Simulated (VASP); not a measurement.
Here is a VASP 6.6.1 calculation.

The input POSCAR:

```
LiH
1.0
    0.0000000000      2.1451220117      2.1451220117
    2.1451220117      0.0000000000      2.1451220117
    2.1451220117      2.1451220117      0.0000000000
Li H
1 1
Direct
    0.0000000000      0.0000000000      0.0000000000
    0.2500000000      0.2500000000      0.2500000000
```

INCAR.step1

```
SYSTEM = LiH
ALGO = Normal
EDIFF = 1E-5
ENCUT = 520
GGA = PE
ISIF = 2
ISMEAR = 0
LASPH = .TRUE.
LCHARG = .FALSE.
LREAL = .FALSE.
LWAVE = .TRUE.
NBANDS = 9
NELM = 100
PREC = Accurate
SIGMA = 0.01
```

Contents of INCAR.step2:

```
SYSTEM = LiH
ALGO = Normal
EDIFF = 1E-6
ENCUT = 520
GGA = PE
HFSCREEN = 0.2079
ISIF = 2
ISMEAR = 0
ISTART = 1
LASPH = .TRUE.
LCHARG = .FALSE.
LHFCALC = .TRUE.
LREAL = .FALSE.
LWAVE = .FALSE.
NBANDS = 9
NELM = 100
PREC = Accurate
PRECFOCK = Normal
SIGMA = 0.01
```

KPOINTS

```
k-points
0
G
  4 4 4
  0 0 0
```

Potentials or basis: VASP PAW PBE potentials, release 64 (Li_sv, H).

Launch:

```bash
$ cat potpaw_PBE.64/Li_sv/POTCAR potpaw_PBE.64/H/POTCAR > POTCAR
$ cp INCAR.step1 INCAR
$ mpirun -np 1 vasp_std > vasp.out
$ cp INCAR.step2 INCAR
$ mpirun -np 1 vasp_std > vasp.out
```

Q: What does it give for the band gap on the k mesh?

A: 5.25 eV, indirect (least direct gap 6.42 eV).

Caveat: the k points lie up to 0.63 Å⁻¹ apart. A k mesh can miss the band edges.
